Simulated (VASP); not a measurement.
# Fe (Im-3m) in VASP: a series of runs

Aim: see how the results for Fe move with the level of theory and the settings. Levels: PBEsol+D4, r2SCAN50, PBE. Tasks: single point.

Program: VASP 6.6.1. These are calculated values, not measurements. Logs are shortened: lines on timing, memory, paths and dates and some standing lists are left out, and cuts for length are marked.

### Step 1. The cell of the first run

Symmetry: Im-3m, No. 229, cubic system. The conventional cell has a = 2.943 Å, b = 2.943 Å, c = 2.943 Å, α = 90.00°, β = 90.00°, γ = 90.00°. Within 3.4 Å of Fe (site symmetry m-3m) lie 14 Fe at 2.55 to 2.94 Å.

### Step 2. Single point, PBEsol+D4, collinear spin, ferromagnetic start

Contents of INCAR:

```
SYSTEM = Fe
PREC = Accurate ; ENCUT = 690
EDIFF = 1E-6 ; ISMEAR = -1
SIGMA = 0.05 ; LREAL = .False.
LASPH = .True. ; NELM = 200
ALGO = Normal ; ISIF = 2
LWAVE = .False. ; LCHARG = .True.
ISPIN = 2 ; MAGMOM = 3
LORBIT = 11 ; LMAXMIX = 4
GGA = PS ; IVDW = 13
LELF = .True. ; LVHAR = .True.
NBANDS = 18 ; GGA_COMPAT = .False.
```

Contents of KPOINTS:

```
Automatic mesh
0
Gamma
  13 13 13
  0 0 0
```

Contents of POSCAR:

```
Fe
1.0
   -1.4713013028      1.4713013028      1.4713013028
    1.4713013028     -1.4713013028      1.4713013028
    1.4713013028      1.4713013028     -1.4713013028
Fe
1
Direct
    0.0000000000      0.0000000000      0.0000000000
```

Potentials or basis: VASP PAW PBE potentials, release 64 (Fe_sv).

Command:

```
$ cat potpaw_PBE.64/Fe_sv/POTCAR > POTCAR
$ mpirun -np 1 vasp_std > vasp.out
```

OUTCAR:

```text
SYSTEM = Fe
   PREC = Accurate
   ENCUT = 690
   EDIFF = 1E-6
   ISMEAR = -1
   LREAL = .False.
   LASPH = .True.
   NELM = 200
   ISIF = 2
   ISPIN = 2
   LORBIT = 11
   GGA = PS
   IVDW = 13

 ion  position               nearest neighbor table
   1  0.000  0.000  0.000-

  LATTYP: Found a body centered cubic cell.
 ALAT       =     2.9426026056

  Lattice vectors:

 A1 = (  -1.4713013028,   1.4713013028,   1.4713013028)
 A2 = (   1.4713013028,  -1.4713013028,   1.4713013028)
 A3 = (   1.4713013028,   1.4713013028,  -1.4713013028)

Analysis of symmetry for initial positions (statically):
=====================================================================
 Subroutine PRICEL returns:
 Original cell was already a primitive cell.

 Routine SETGRP: Setting up the symmetry group for a
 body centered cubic supercell.

 Subroutine GETGRP returns: Found 48 space group operations
 (whereof 48 operations were pure point group operations)
 out of a pool of 48 trial point group operations.

The static configuration has the point symmetry O_h .

Analysis of symmetry for dynamics (positions and initial velocities):
=====================================================================
 Subroutine PRICEL returns:
 Original cell was already a primitive cell.

 Routine SETGRP: Setting up the symmetry group for a
 body centered cubic supercell.

 Subroutine GETGRP returns: Found 48 space group operations
 (whereof 48 operations were pure point group operations)
 out of a pool of 48 trial point group operations.

The dynamic configuration has the point symmetry O_h .

Analysis of structural, dynamic, and magnetic symmetry:
=====================================================================
 Subroutine PRICEL returns:
 Original cell was already a primitive cell.

 Routine SETGRP: Setting up the symmetry group for a
 body centered cubic supercell.

 Subroutine GETGRP returns: Found 48 space group operations
 (whereof 48 operations were pure point group operations)
 out of a pool of 48 trial point group operations.

The overall configuration has the point symmetry O_h .

 Subroutine INISYM returns: Found 48 space group operations
 (whereof 48 operations are pure point group operations),
 and found     1 'primitive' translations

----------------------------------------------------------------------------------------

                                     Primitive cell

  volume of cell :      12.7399

  direct lattice vectors                    reciprocal lattice vectors
    -1.471301303  1.471301303  1.471301303     0.000000000  0.339835219  0.339835219
     1.471301303 -1.471301303  1.471301303     0.339835219  0.000000000  0.339835219
     1.471301303  1.471301303 -1.471301303     0.339835219  0.339835219  0.000000000

  length of vectors
     2.548368610  2.548368610  2.548368610     0.480599575  0.480599575  0.480599575

  position of ions in fractional coordinates (direct lattice)
     0.000000000  0.000000000  0.000000000

  ion indices of the primitive-cell ions
   primitive index   ion index
                 1           1

----------------------------------------------------------------------------------------

 KPOINTS: Automatic mesh

Automatic generation of k-mesh.
 Grid dimensions read from file:
 generate k-points for:   13   13   13

 Generating k-lattice:

  Cartesian coordinates                     Fractional coordinates (reciprocal lattice)
     0.000000000  0.026141171  0.026141171     0.076923077  0.000000000  0.000000000
     0.026141171  0.000000000  0.026141171     0.000000000  0.076923077  0.000000000
     0.026141171  0.026141171  0.000000000     0.000000000  0.000000000  0.076923077

  Length of vectors
     0.036969198  0.036969198  0.036969198

  Shift w.r.t. Gamma in fractional coordinates (k-lattice)
     0.000000000  0.000000000  0.000000000

 Subroutine IBZKPT returns following result:
 ===========================================

 Found     84 irreducible k-points:

 Following reciprocal coordinates:
            Coordinates               Weight
  0.000000  0.000000  0.000000      1.000000
  0.076923  0.000000  0.000000     12.000000
  0.153846  0.000000  0.000000     12.000000
  0.230769  0.000000  0.000000     12.000000
  0.307692  0.000000  0.000000     12.000000
  0.384615  0.000000  0.000000     12.000000
[... 16 lines left out ...]
  0.153846  0.076923  0.076923     24.000000
  0.230769  0.076923  0.076923     24.000000
 [... further k-points ...]
   k-points           NKPTS =     84   k-points in BZ     NKDIM =     84   number of bands    NBANDS=     18
   number of dos      NEDOS =    301   number of ions     NIONS =      1
   total plane-waves  NPLWV =  13824
   dimension x,y,z NGX =    24 NGY =   24 NGZ =   24
   dimension x,y,z NGXF=    48 NGYF=   48 NGZF=   48
   ions per type =               1
   NGX,Y,Z   is equivalent  to a cutoff of  15.66, 15.66, 15.66 a.u.
   NGXF,Y,Z  is equivalent  to a cutoff of  31.31, 31.31, 31.31 a.u.
 SYSTEM =  Fe
   PREC   = accura    normal or accurate (medium, high low for compatibility)
   ISTART =      0    job   : 0-new  1-cont  2-samecut
   ICHARG =      2    charge: 1-file 2-atom 10-const
   ISPIN  =      2    spin polarized calculation?
   LNONCOLLINEAR =      F non collinear calculations
   LSORBIT =      F    spin-orbit coupling
   LASPH  =      T    aspherical Exc in radial PAW
   ENCUT  =  690.0 eV  50.71 Ry    7.12 a.u.   5.46  5.46  5.46*2*pi/ulx,y,z
   NELM   =    200;   NELMIN=  2; NELMDL= -5     # of ELM steps
   EDIFF  = 0.1E-05   stopping-criterion for ELM
   LREAL  =      F    real-space projection
[... 7 lines left out ...]
   TEBEG  =    0.0;   TEEND  =   0.0 temperature during run
   PSTRESS=    0.0 pullay stress
   NELECT =      16.0000    total number of electrons
   NUPDOWN=      -1.0000    fix difference up-down
   EMIN   =  10.00;   EMAX   =-10.00  energy-range for DOS
   EFERMI =   0.00;   METHOD = LEGACY
   ISMEAR =    -1;   SIGMA  =   0.05  broadening in eV -4-tet -1-fermi 0-gaus
   EFERMI_NEDOS =   21; number of points for ismear=-14 and -15
   IALGO  =     38    algorithm
   IMIX   =      4    mixing-type and parameters
     AMIX     =   0.40;   BMIX     =  1.00
     AMIX_MAG =   1.60;   BMIX_MAG =  1.00
  volume/ion in A,a.u.               =      12.74        85.97
  Fermi-wavevector in a.u.,A,eV,Ry     =   1.766281  3.337788 42.446771  3.119750
  Thomas-Fermi vector in A             =   2.833896
   LORBIT       =     11    0 simple, 1 ext, 2 COOP (PROOUT), +10 PAW based schemes
   GGA     = PS    functional components
   LHFCALC =     F    Hartree Fock is set to
   AEXX    =    0.0000 exact exchange contribution
   IVDW    =    13    specifies the selected vdW correction
   LEPSILON=     F    determine dielectric tensor
   LRPA    =     F    only Hartree local field effects (RPA)
 spin polarized calculation
  energy-cutoff  :      690.00
  volume of cell :       12.74
 maximum number of plane-waves:       543
 NGX is ok and might be reduce to    24
   NGX = 11   NGY = 11   NGZ = 11

 number of electron      16.0000010 magnetization       2.5098474

 Free energy of the ion-electron system (eV)
  ---------------------------------------------------
  ext. energy  EPLUGINS =         0.00000000
  ---------------------------------------------------
  free energy    TOTEN  =        -8.86272869 eV

  energy without entropy =       -8.85203906  energy(sigma->0) =       -8.85738388

 E-fermi :  10.1670     XC(G=0): -13.1989

 val. band max:       10.1612218199   @ k =  -0.4615   0.4615   0.0769
 cond. band min:      10.1670602347   @ k =   0.0769   0.0769   0.0000
 fundamental gap:      0.0058384149
 Fermi energy:        10.1669889532

 spin component 1

 k-point     1 :       0.0000    0.0000    0.0000
  band No.  band energies     occupation
      1     -77.5813      1.00000
      2     -43.5770      1.00000
      3     -43.5770      1.00000
      4     -43.5770      1.00000
      5       2.2543      1.00000
      6       7.9845      1.00000
[... 10 lines left out ...]
     17      39.7863      0.00000
     18      39.7874      0.00000

 k-point     2 :       0.0769    0.0000    0.0000
  band No.  band energies     occupation
      1     -77.5786      1.00000
      2     -43.5934      1.00000
      3     -43.5827      1.00000
      4     -43.5772      1.00000
      5       2.4775      1.00000
      6       7.9289      1.00000
[... 10 lines left out ...]
     17      39.2145      0.00000
     18      40.4642      0.00000
[... 442 lines left out ...]
 k-point    24 :       0.2308    0.0769    0.0769
  band No.  band energies     occupation
      1     -77.5462      1.00000
      2     -43.7744      1.00000
      3     -43.6390      1.00000
      4     -43.5904      1.00000
      5       5.4610      1.00000
      6       7.2892      1.00000
[... 10 lines left out ...]
     17      42.3635      0.00000
     18      45.4665      0.00000

 [... further k-points ...]

 spin component 2

 k-point     1 :       0.0000    0.0000    0.0000
  band No.  band energies     occupation
      1     -74.6063      1.00000
      2     -40.6570      1.00000
      3     -40.6570      1.00000
      4     -40.6570      1.00000
      5       2.5024      1.00000
      6      10.2798      0.09474
[... 10 lines left out ...]
     17      40.7155      0.00000
     18      40.7184      0.00000

 k-point     2 :       0.0769    0.0000    0.0000
  band No.  band energies     occupation
      1     -74.6032      1.00000
      2     -40.6756      1.00000
      3     -40.6633      1.00000
      4     -40.6572      1.00000
      5       2.7269      1.00000
      6      10.2093      0.30009
[... 10 lines left out ...]
     17      39.5403      0.00000
     18      41.2524      0.00000
[... 442 lines left out ...]
 k-point    24 :       0.2308    0.0769    0.0769
  band No.  band energies     occupation
      1     -74.5673      1.00000
      2     -40.8801      1.00000
      3     -40.7264      1.00000
      4     -40.6724      1.00000
      5       5.9879      1.00000
      6       9.3824      1.00000
[... 10 lines left out ...]
     17      42.7731      0.00000
     18      46.0512      0.00000

 [... further k-points ...]

------------------------ aborting loop because EDIFF is reached ----------------------------------------

  DFT-D4 for vdW energy calculation

  Edisp (eV):   -0.18282

  FORCE on cell =-STRESS in cart. coord.  units (eV):
  Direction    XX          YY          ZZ          XY          YZ          ZX
  --------------------------------------------------------------------------------------
  -------------------------------------------------------------------------------------
  Total      -1.93391    -1.93391    -1.93391     0.00000    -0.00000     0.00000
  in kB    -243.21012  -243.21012  -243.21012     0.00000    -0.00000     0.00000
  external pressure =     -243.21 kB  Pullay stress =        0.00 kB

 VOLUME and BASIS-vectors are now :
 -----------------------------------------------------------------------------
  energy-cutoff  :      690.00
  volume of cell :       12.74
      direct lattice vectors                 reciprocal lattice vectors
    -1.471301303  1.471301303  1.471301303     0.000000000  0.339835219  0.339835219
     1.471301303 -1.471301303  1.471301303     0.339835219  0.000000000  0.339835219
     1.471301303  1.471301303 -1.471301303     0.339835219  0.339835219  0.000000000

 POSITION                                       TOTAL-FORCE (eV/Angst)
 -----------------------------------------------------------------------------------
      0.00000      0.00000      0.00000         0.000000      0.000000     -0.000000
 -----------------------------------------------------------------------------------
    total drift:                                0.000000      0.000000     -0.000000

  FREE ENERGIE OF THE ION-ELECTRON SYSTEM (eV)
  ---------------------------------------------------
  free  energy   TOTEN  =        -9.0455523371 eV

  energy  without entropy=       -9.0348627092  energy(sigma->0) =       -9.04020752

 total charge

# of ion       s       p       d       tot
------------------------------------------
    1        2.171   6.018   5.498  13.687

 magnetization (x)

# of ion       s       p       d       tot
------------------------------------------
    1       -0.001  -0.007   2.512   2.504
```

Wall time 43 s (1 thread of Intel Xeon Platinum 8488C (Sapphire Rapids), shared host); peak memory 0.18 GiB.

Results:

```yaml
Free_energy: -9.0456 eV
Pressure: -24.3 GPa
Net_moment: 2.51 μB per cell
Site_moments: Fe +2.50 μB
Valence_electrons_inside_the_program's_atomic_spheres: Fe 13.69
Dispersion_energy_per_atom: -0.183 eV
```

Caveat: the cell stands under tension; the PAW data sets were made with another functional, which shifts forces and pressure a little.

[end of part 1 of 2]
